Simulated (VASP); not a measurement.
Wanted: the native input for a VASP 6.6.1 run.

| Property | Result |
| --- | --- |
| Task | single point |
| Functional | PBEsol |
| Potentials or basis | VASP PAW PBE potentials, release 64 (Te) |
| Cutoff | 520 eV |
| k mesh | 9 × 9 × 9 |
| Occupations | fermi-dirac, width 0.05 eV |
| Spin | no spin polarisation |
| Dipole correction | no |
| Further INCAR settings | ALGO = Normal; EDIFF = 1e-06; NBANDS = 9 |

The structure of Te lies in POSCAR:

```
Te
1.0
    2.2703266542      1.3107737032      1.7525126751
   -2.2703266542      1.3107737032      1.7525126751
    0.0000000000     -2.6215474116      1.7525126712
Te
1
Direct
    0.5000000026      0.5000000026      0.5000000007
```

One way to write it, as run:

INCAR

```
ALGO = Normal
EDIFF = 1E-6
ENCUT = 520
GGA = PS
ISIF = 2
ISMEAR = -1
LASPH = True
LCHARG = False
LREAL = False
LWAVE = False
NBANDS = 9
NELM = 100
PREC = Accurate
SIGMA = 0.05
```

KPOINTS

```
k-points
0
Gamma
  9 9 9
```

Potentials or basis: VASP PAW PBE potentials, release 64 (Te).

Launch:

```console
$ cat potpaw_PBE.64/Te/POTCAR > POTCAR
$ mpirun -np 1 vasp_std > vasp.out
```

Results of the run:

- Pressure: 0.0 GPa
- Band gap on the k mesh: zero (band 3 reaches 9.43 eV, above the bottom of band 4 at 4.14 eV)

Caveat: the PAW data sets were made with another functional, which shifts forces and pressure a little; spin-orbit coupling is left out, which moves the levels of the heavy elements.

Run time: 8.7 s on 1 thread of AMD EPYC 7R13 Processor (Zen 3), on a shared host, peak memory 0.12 GiB.
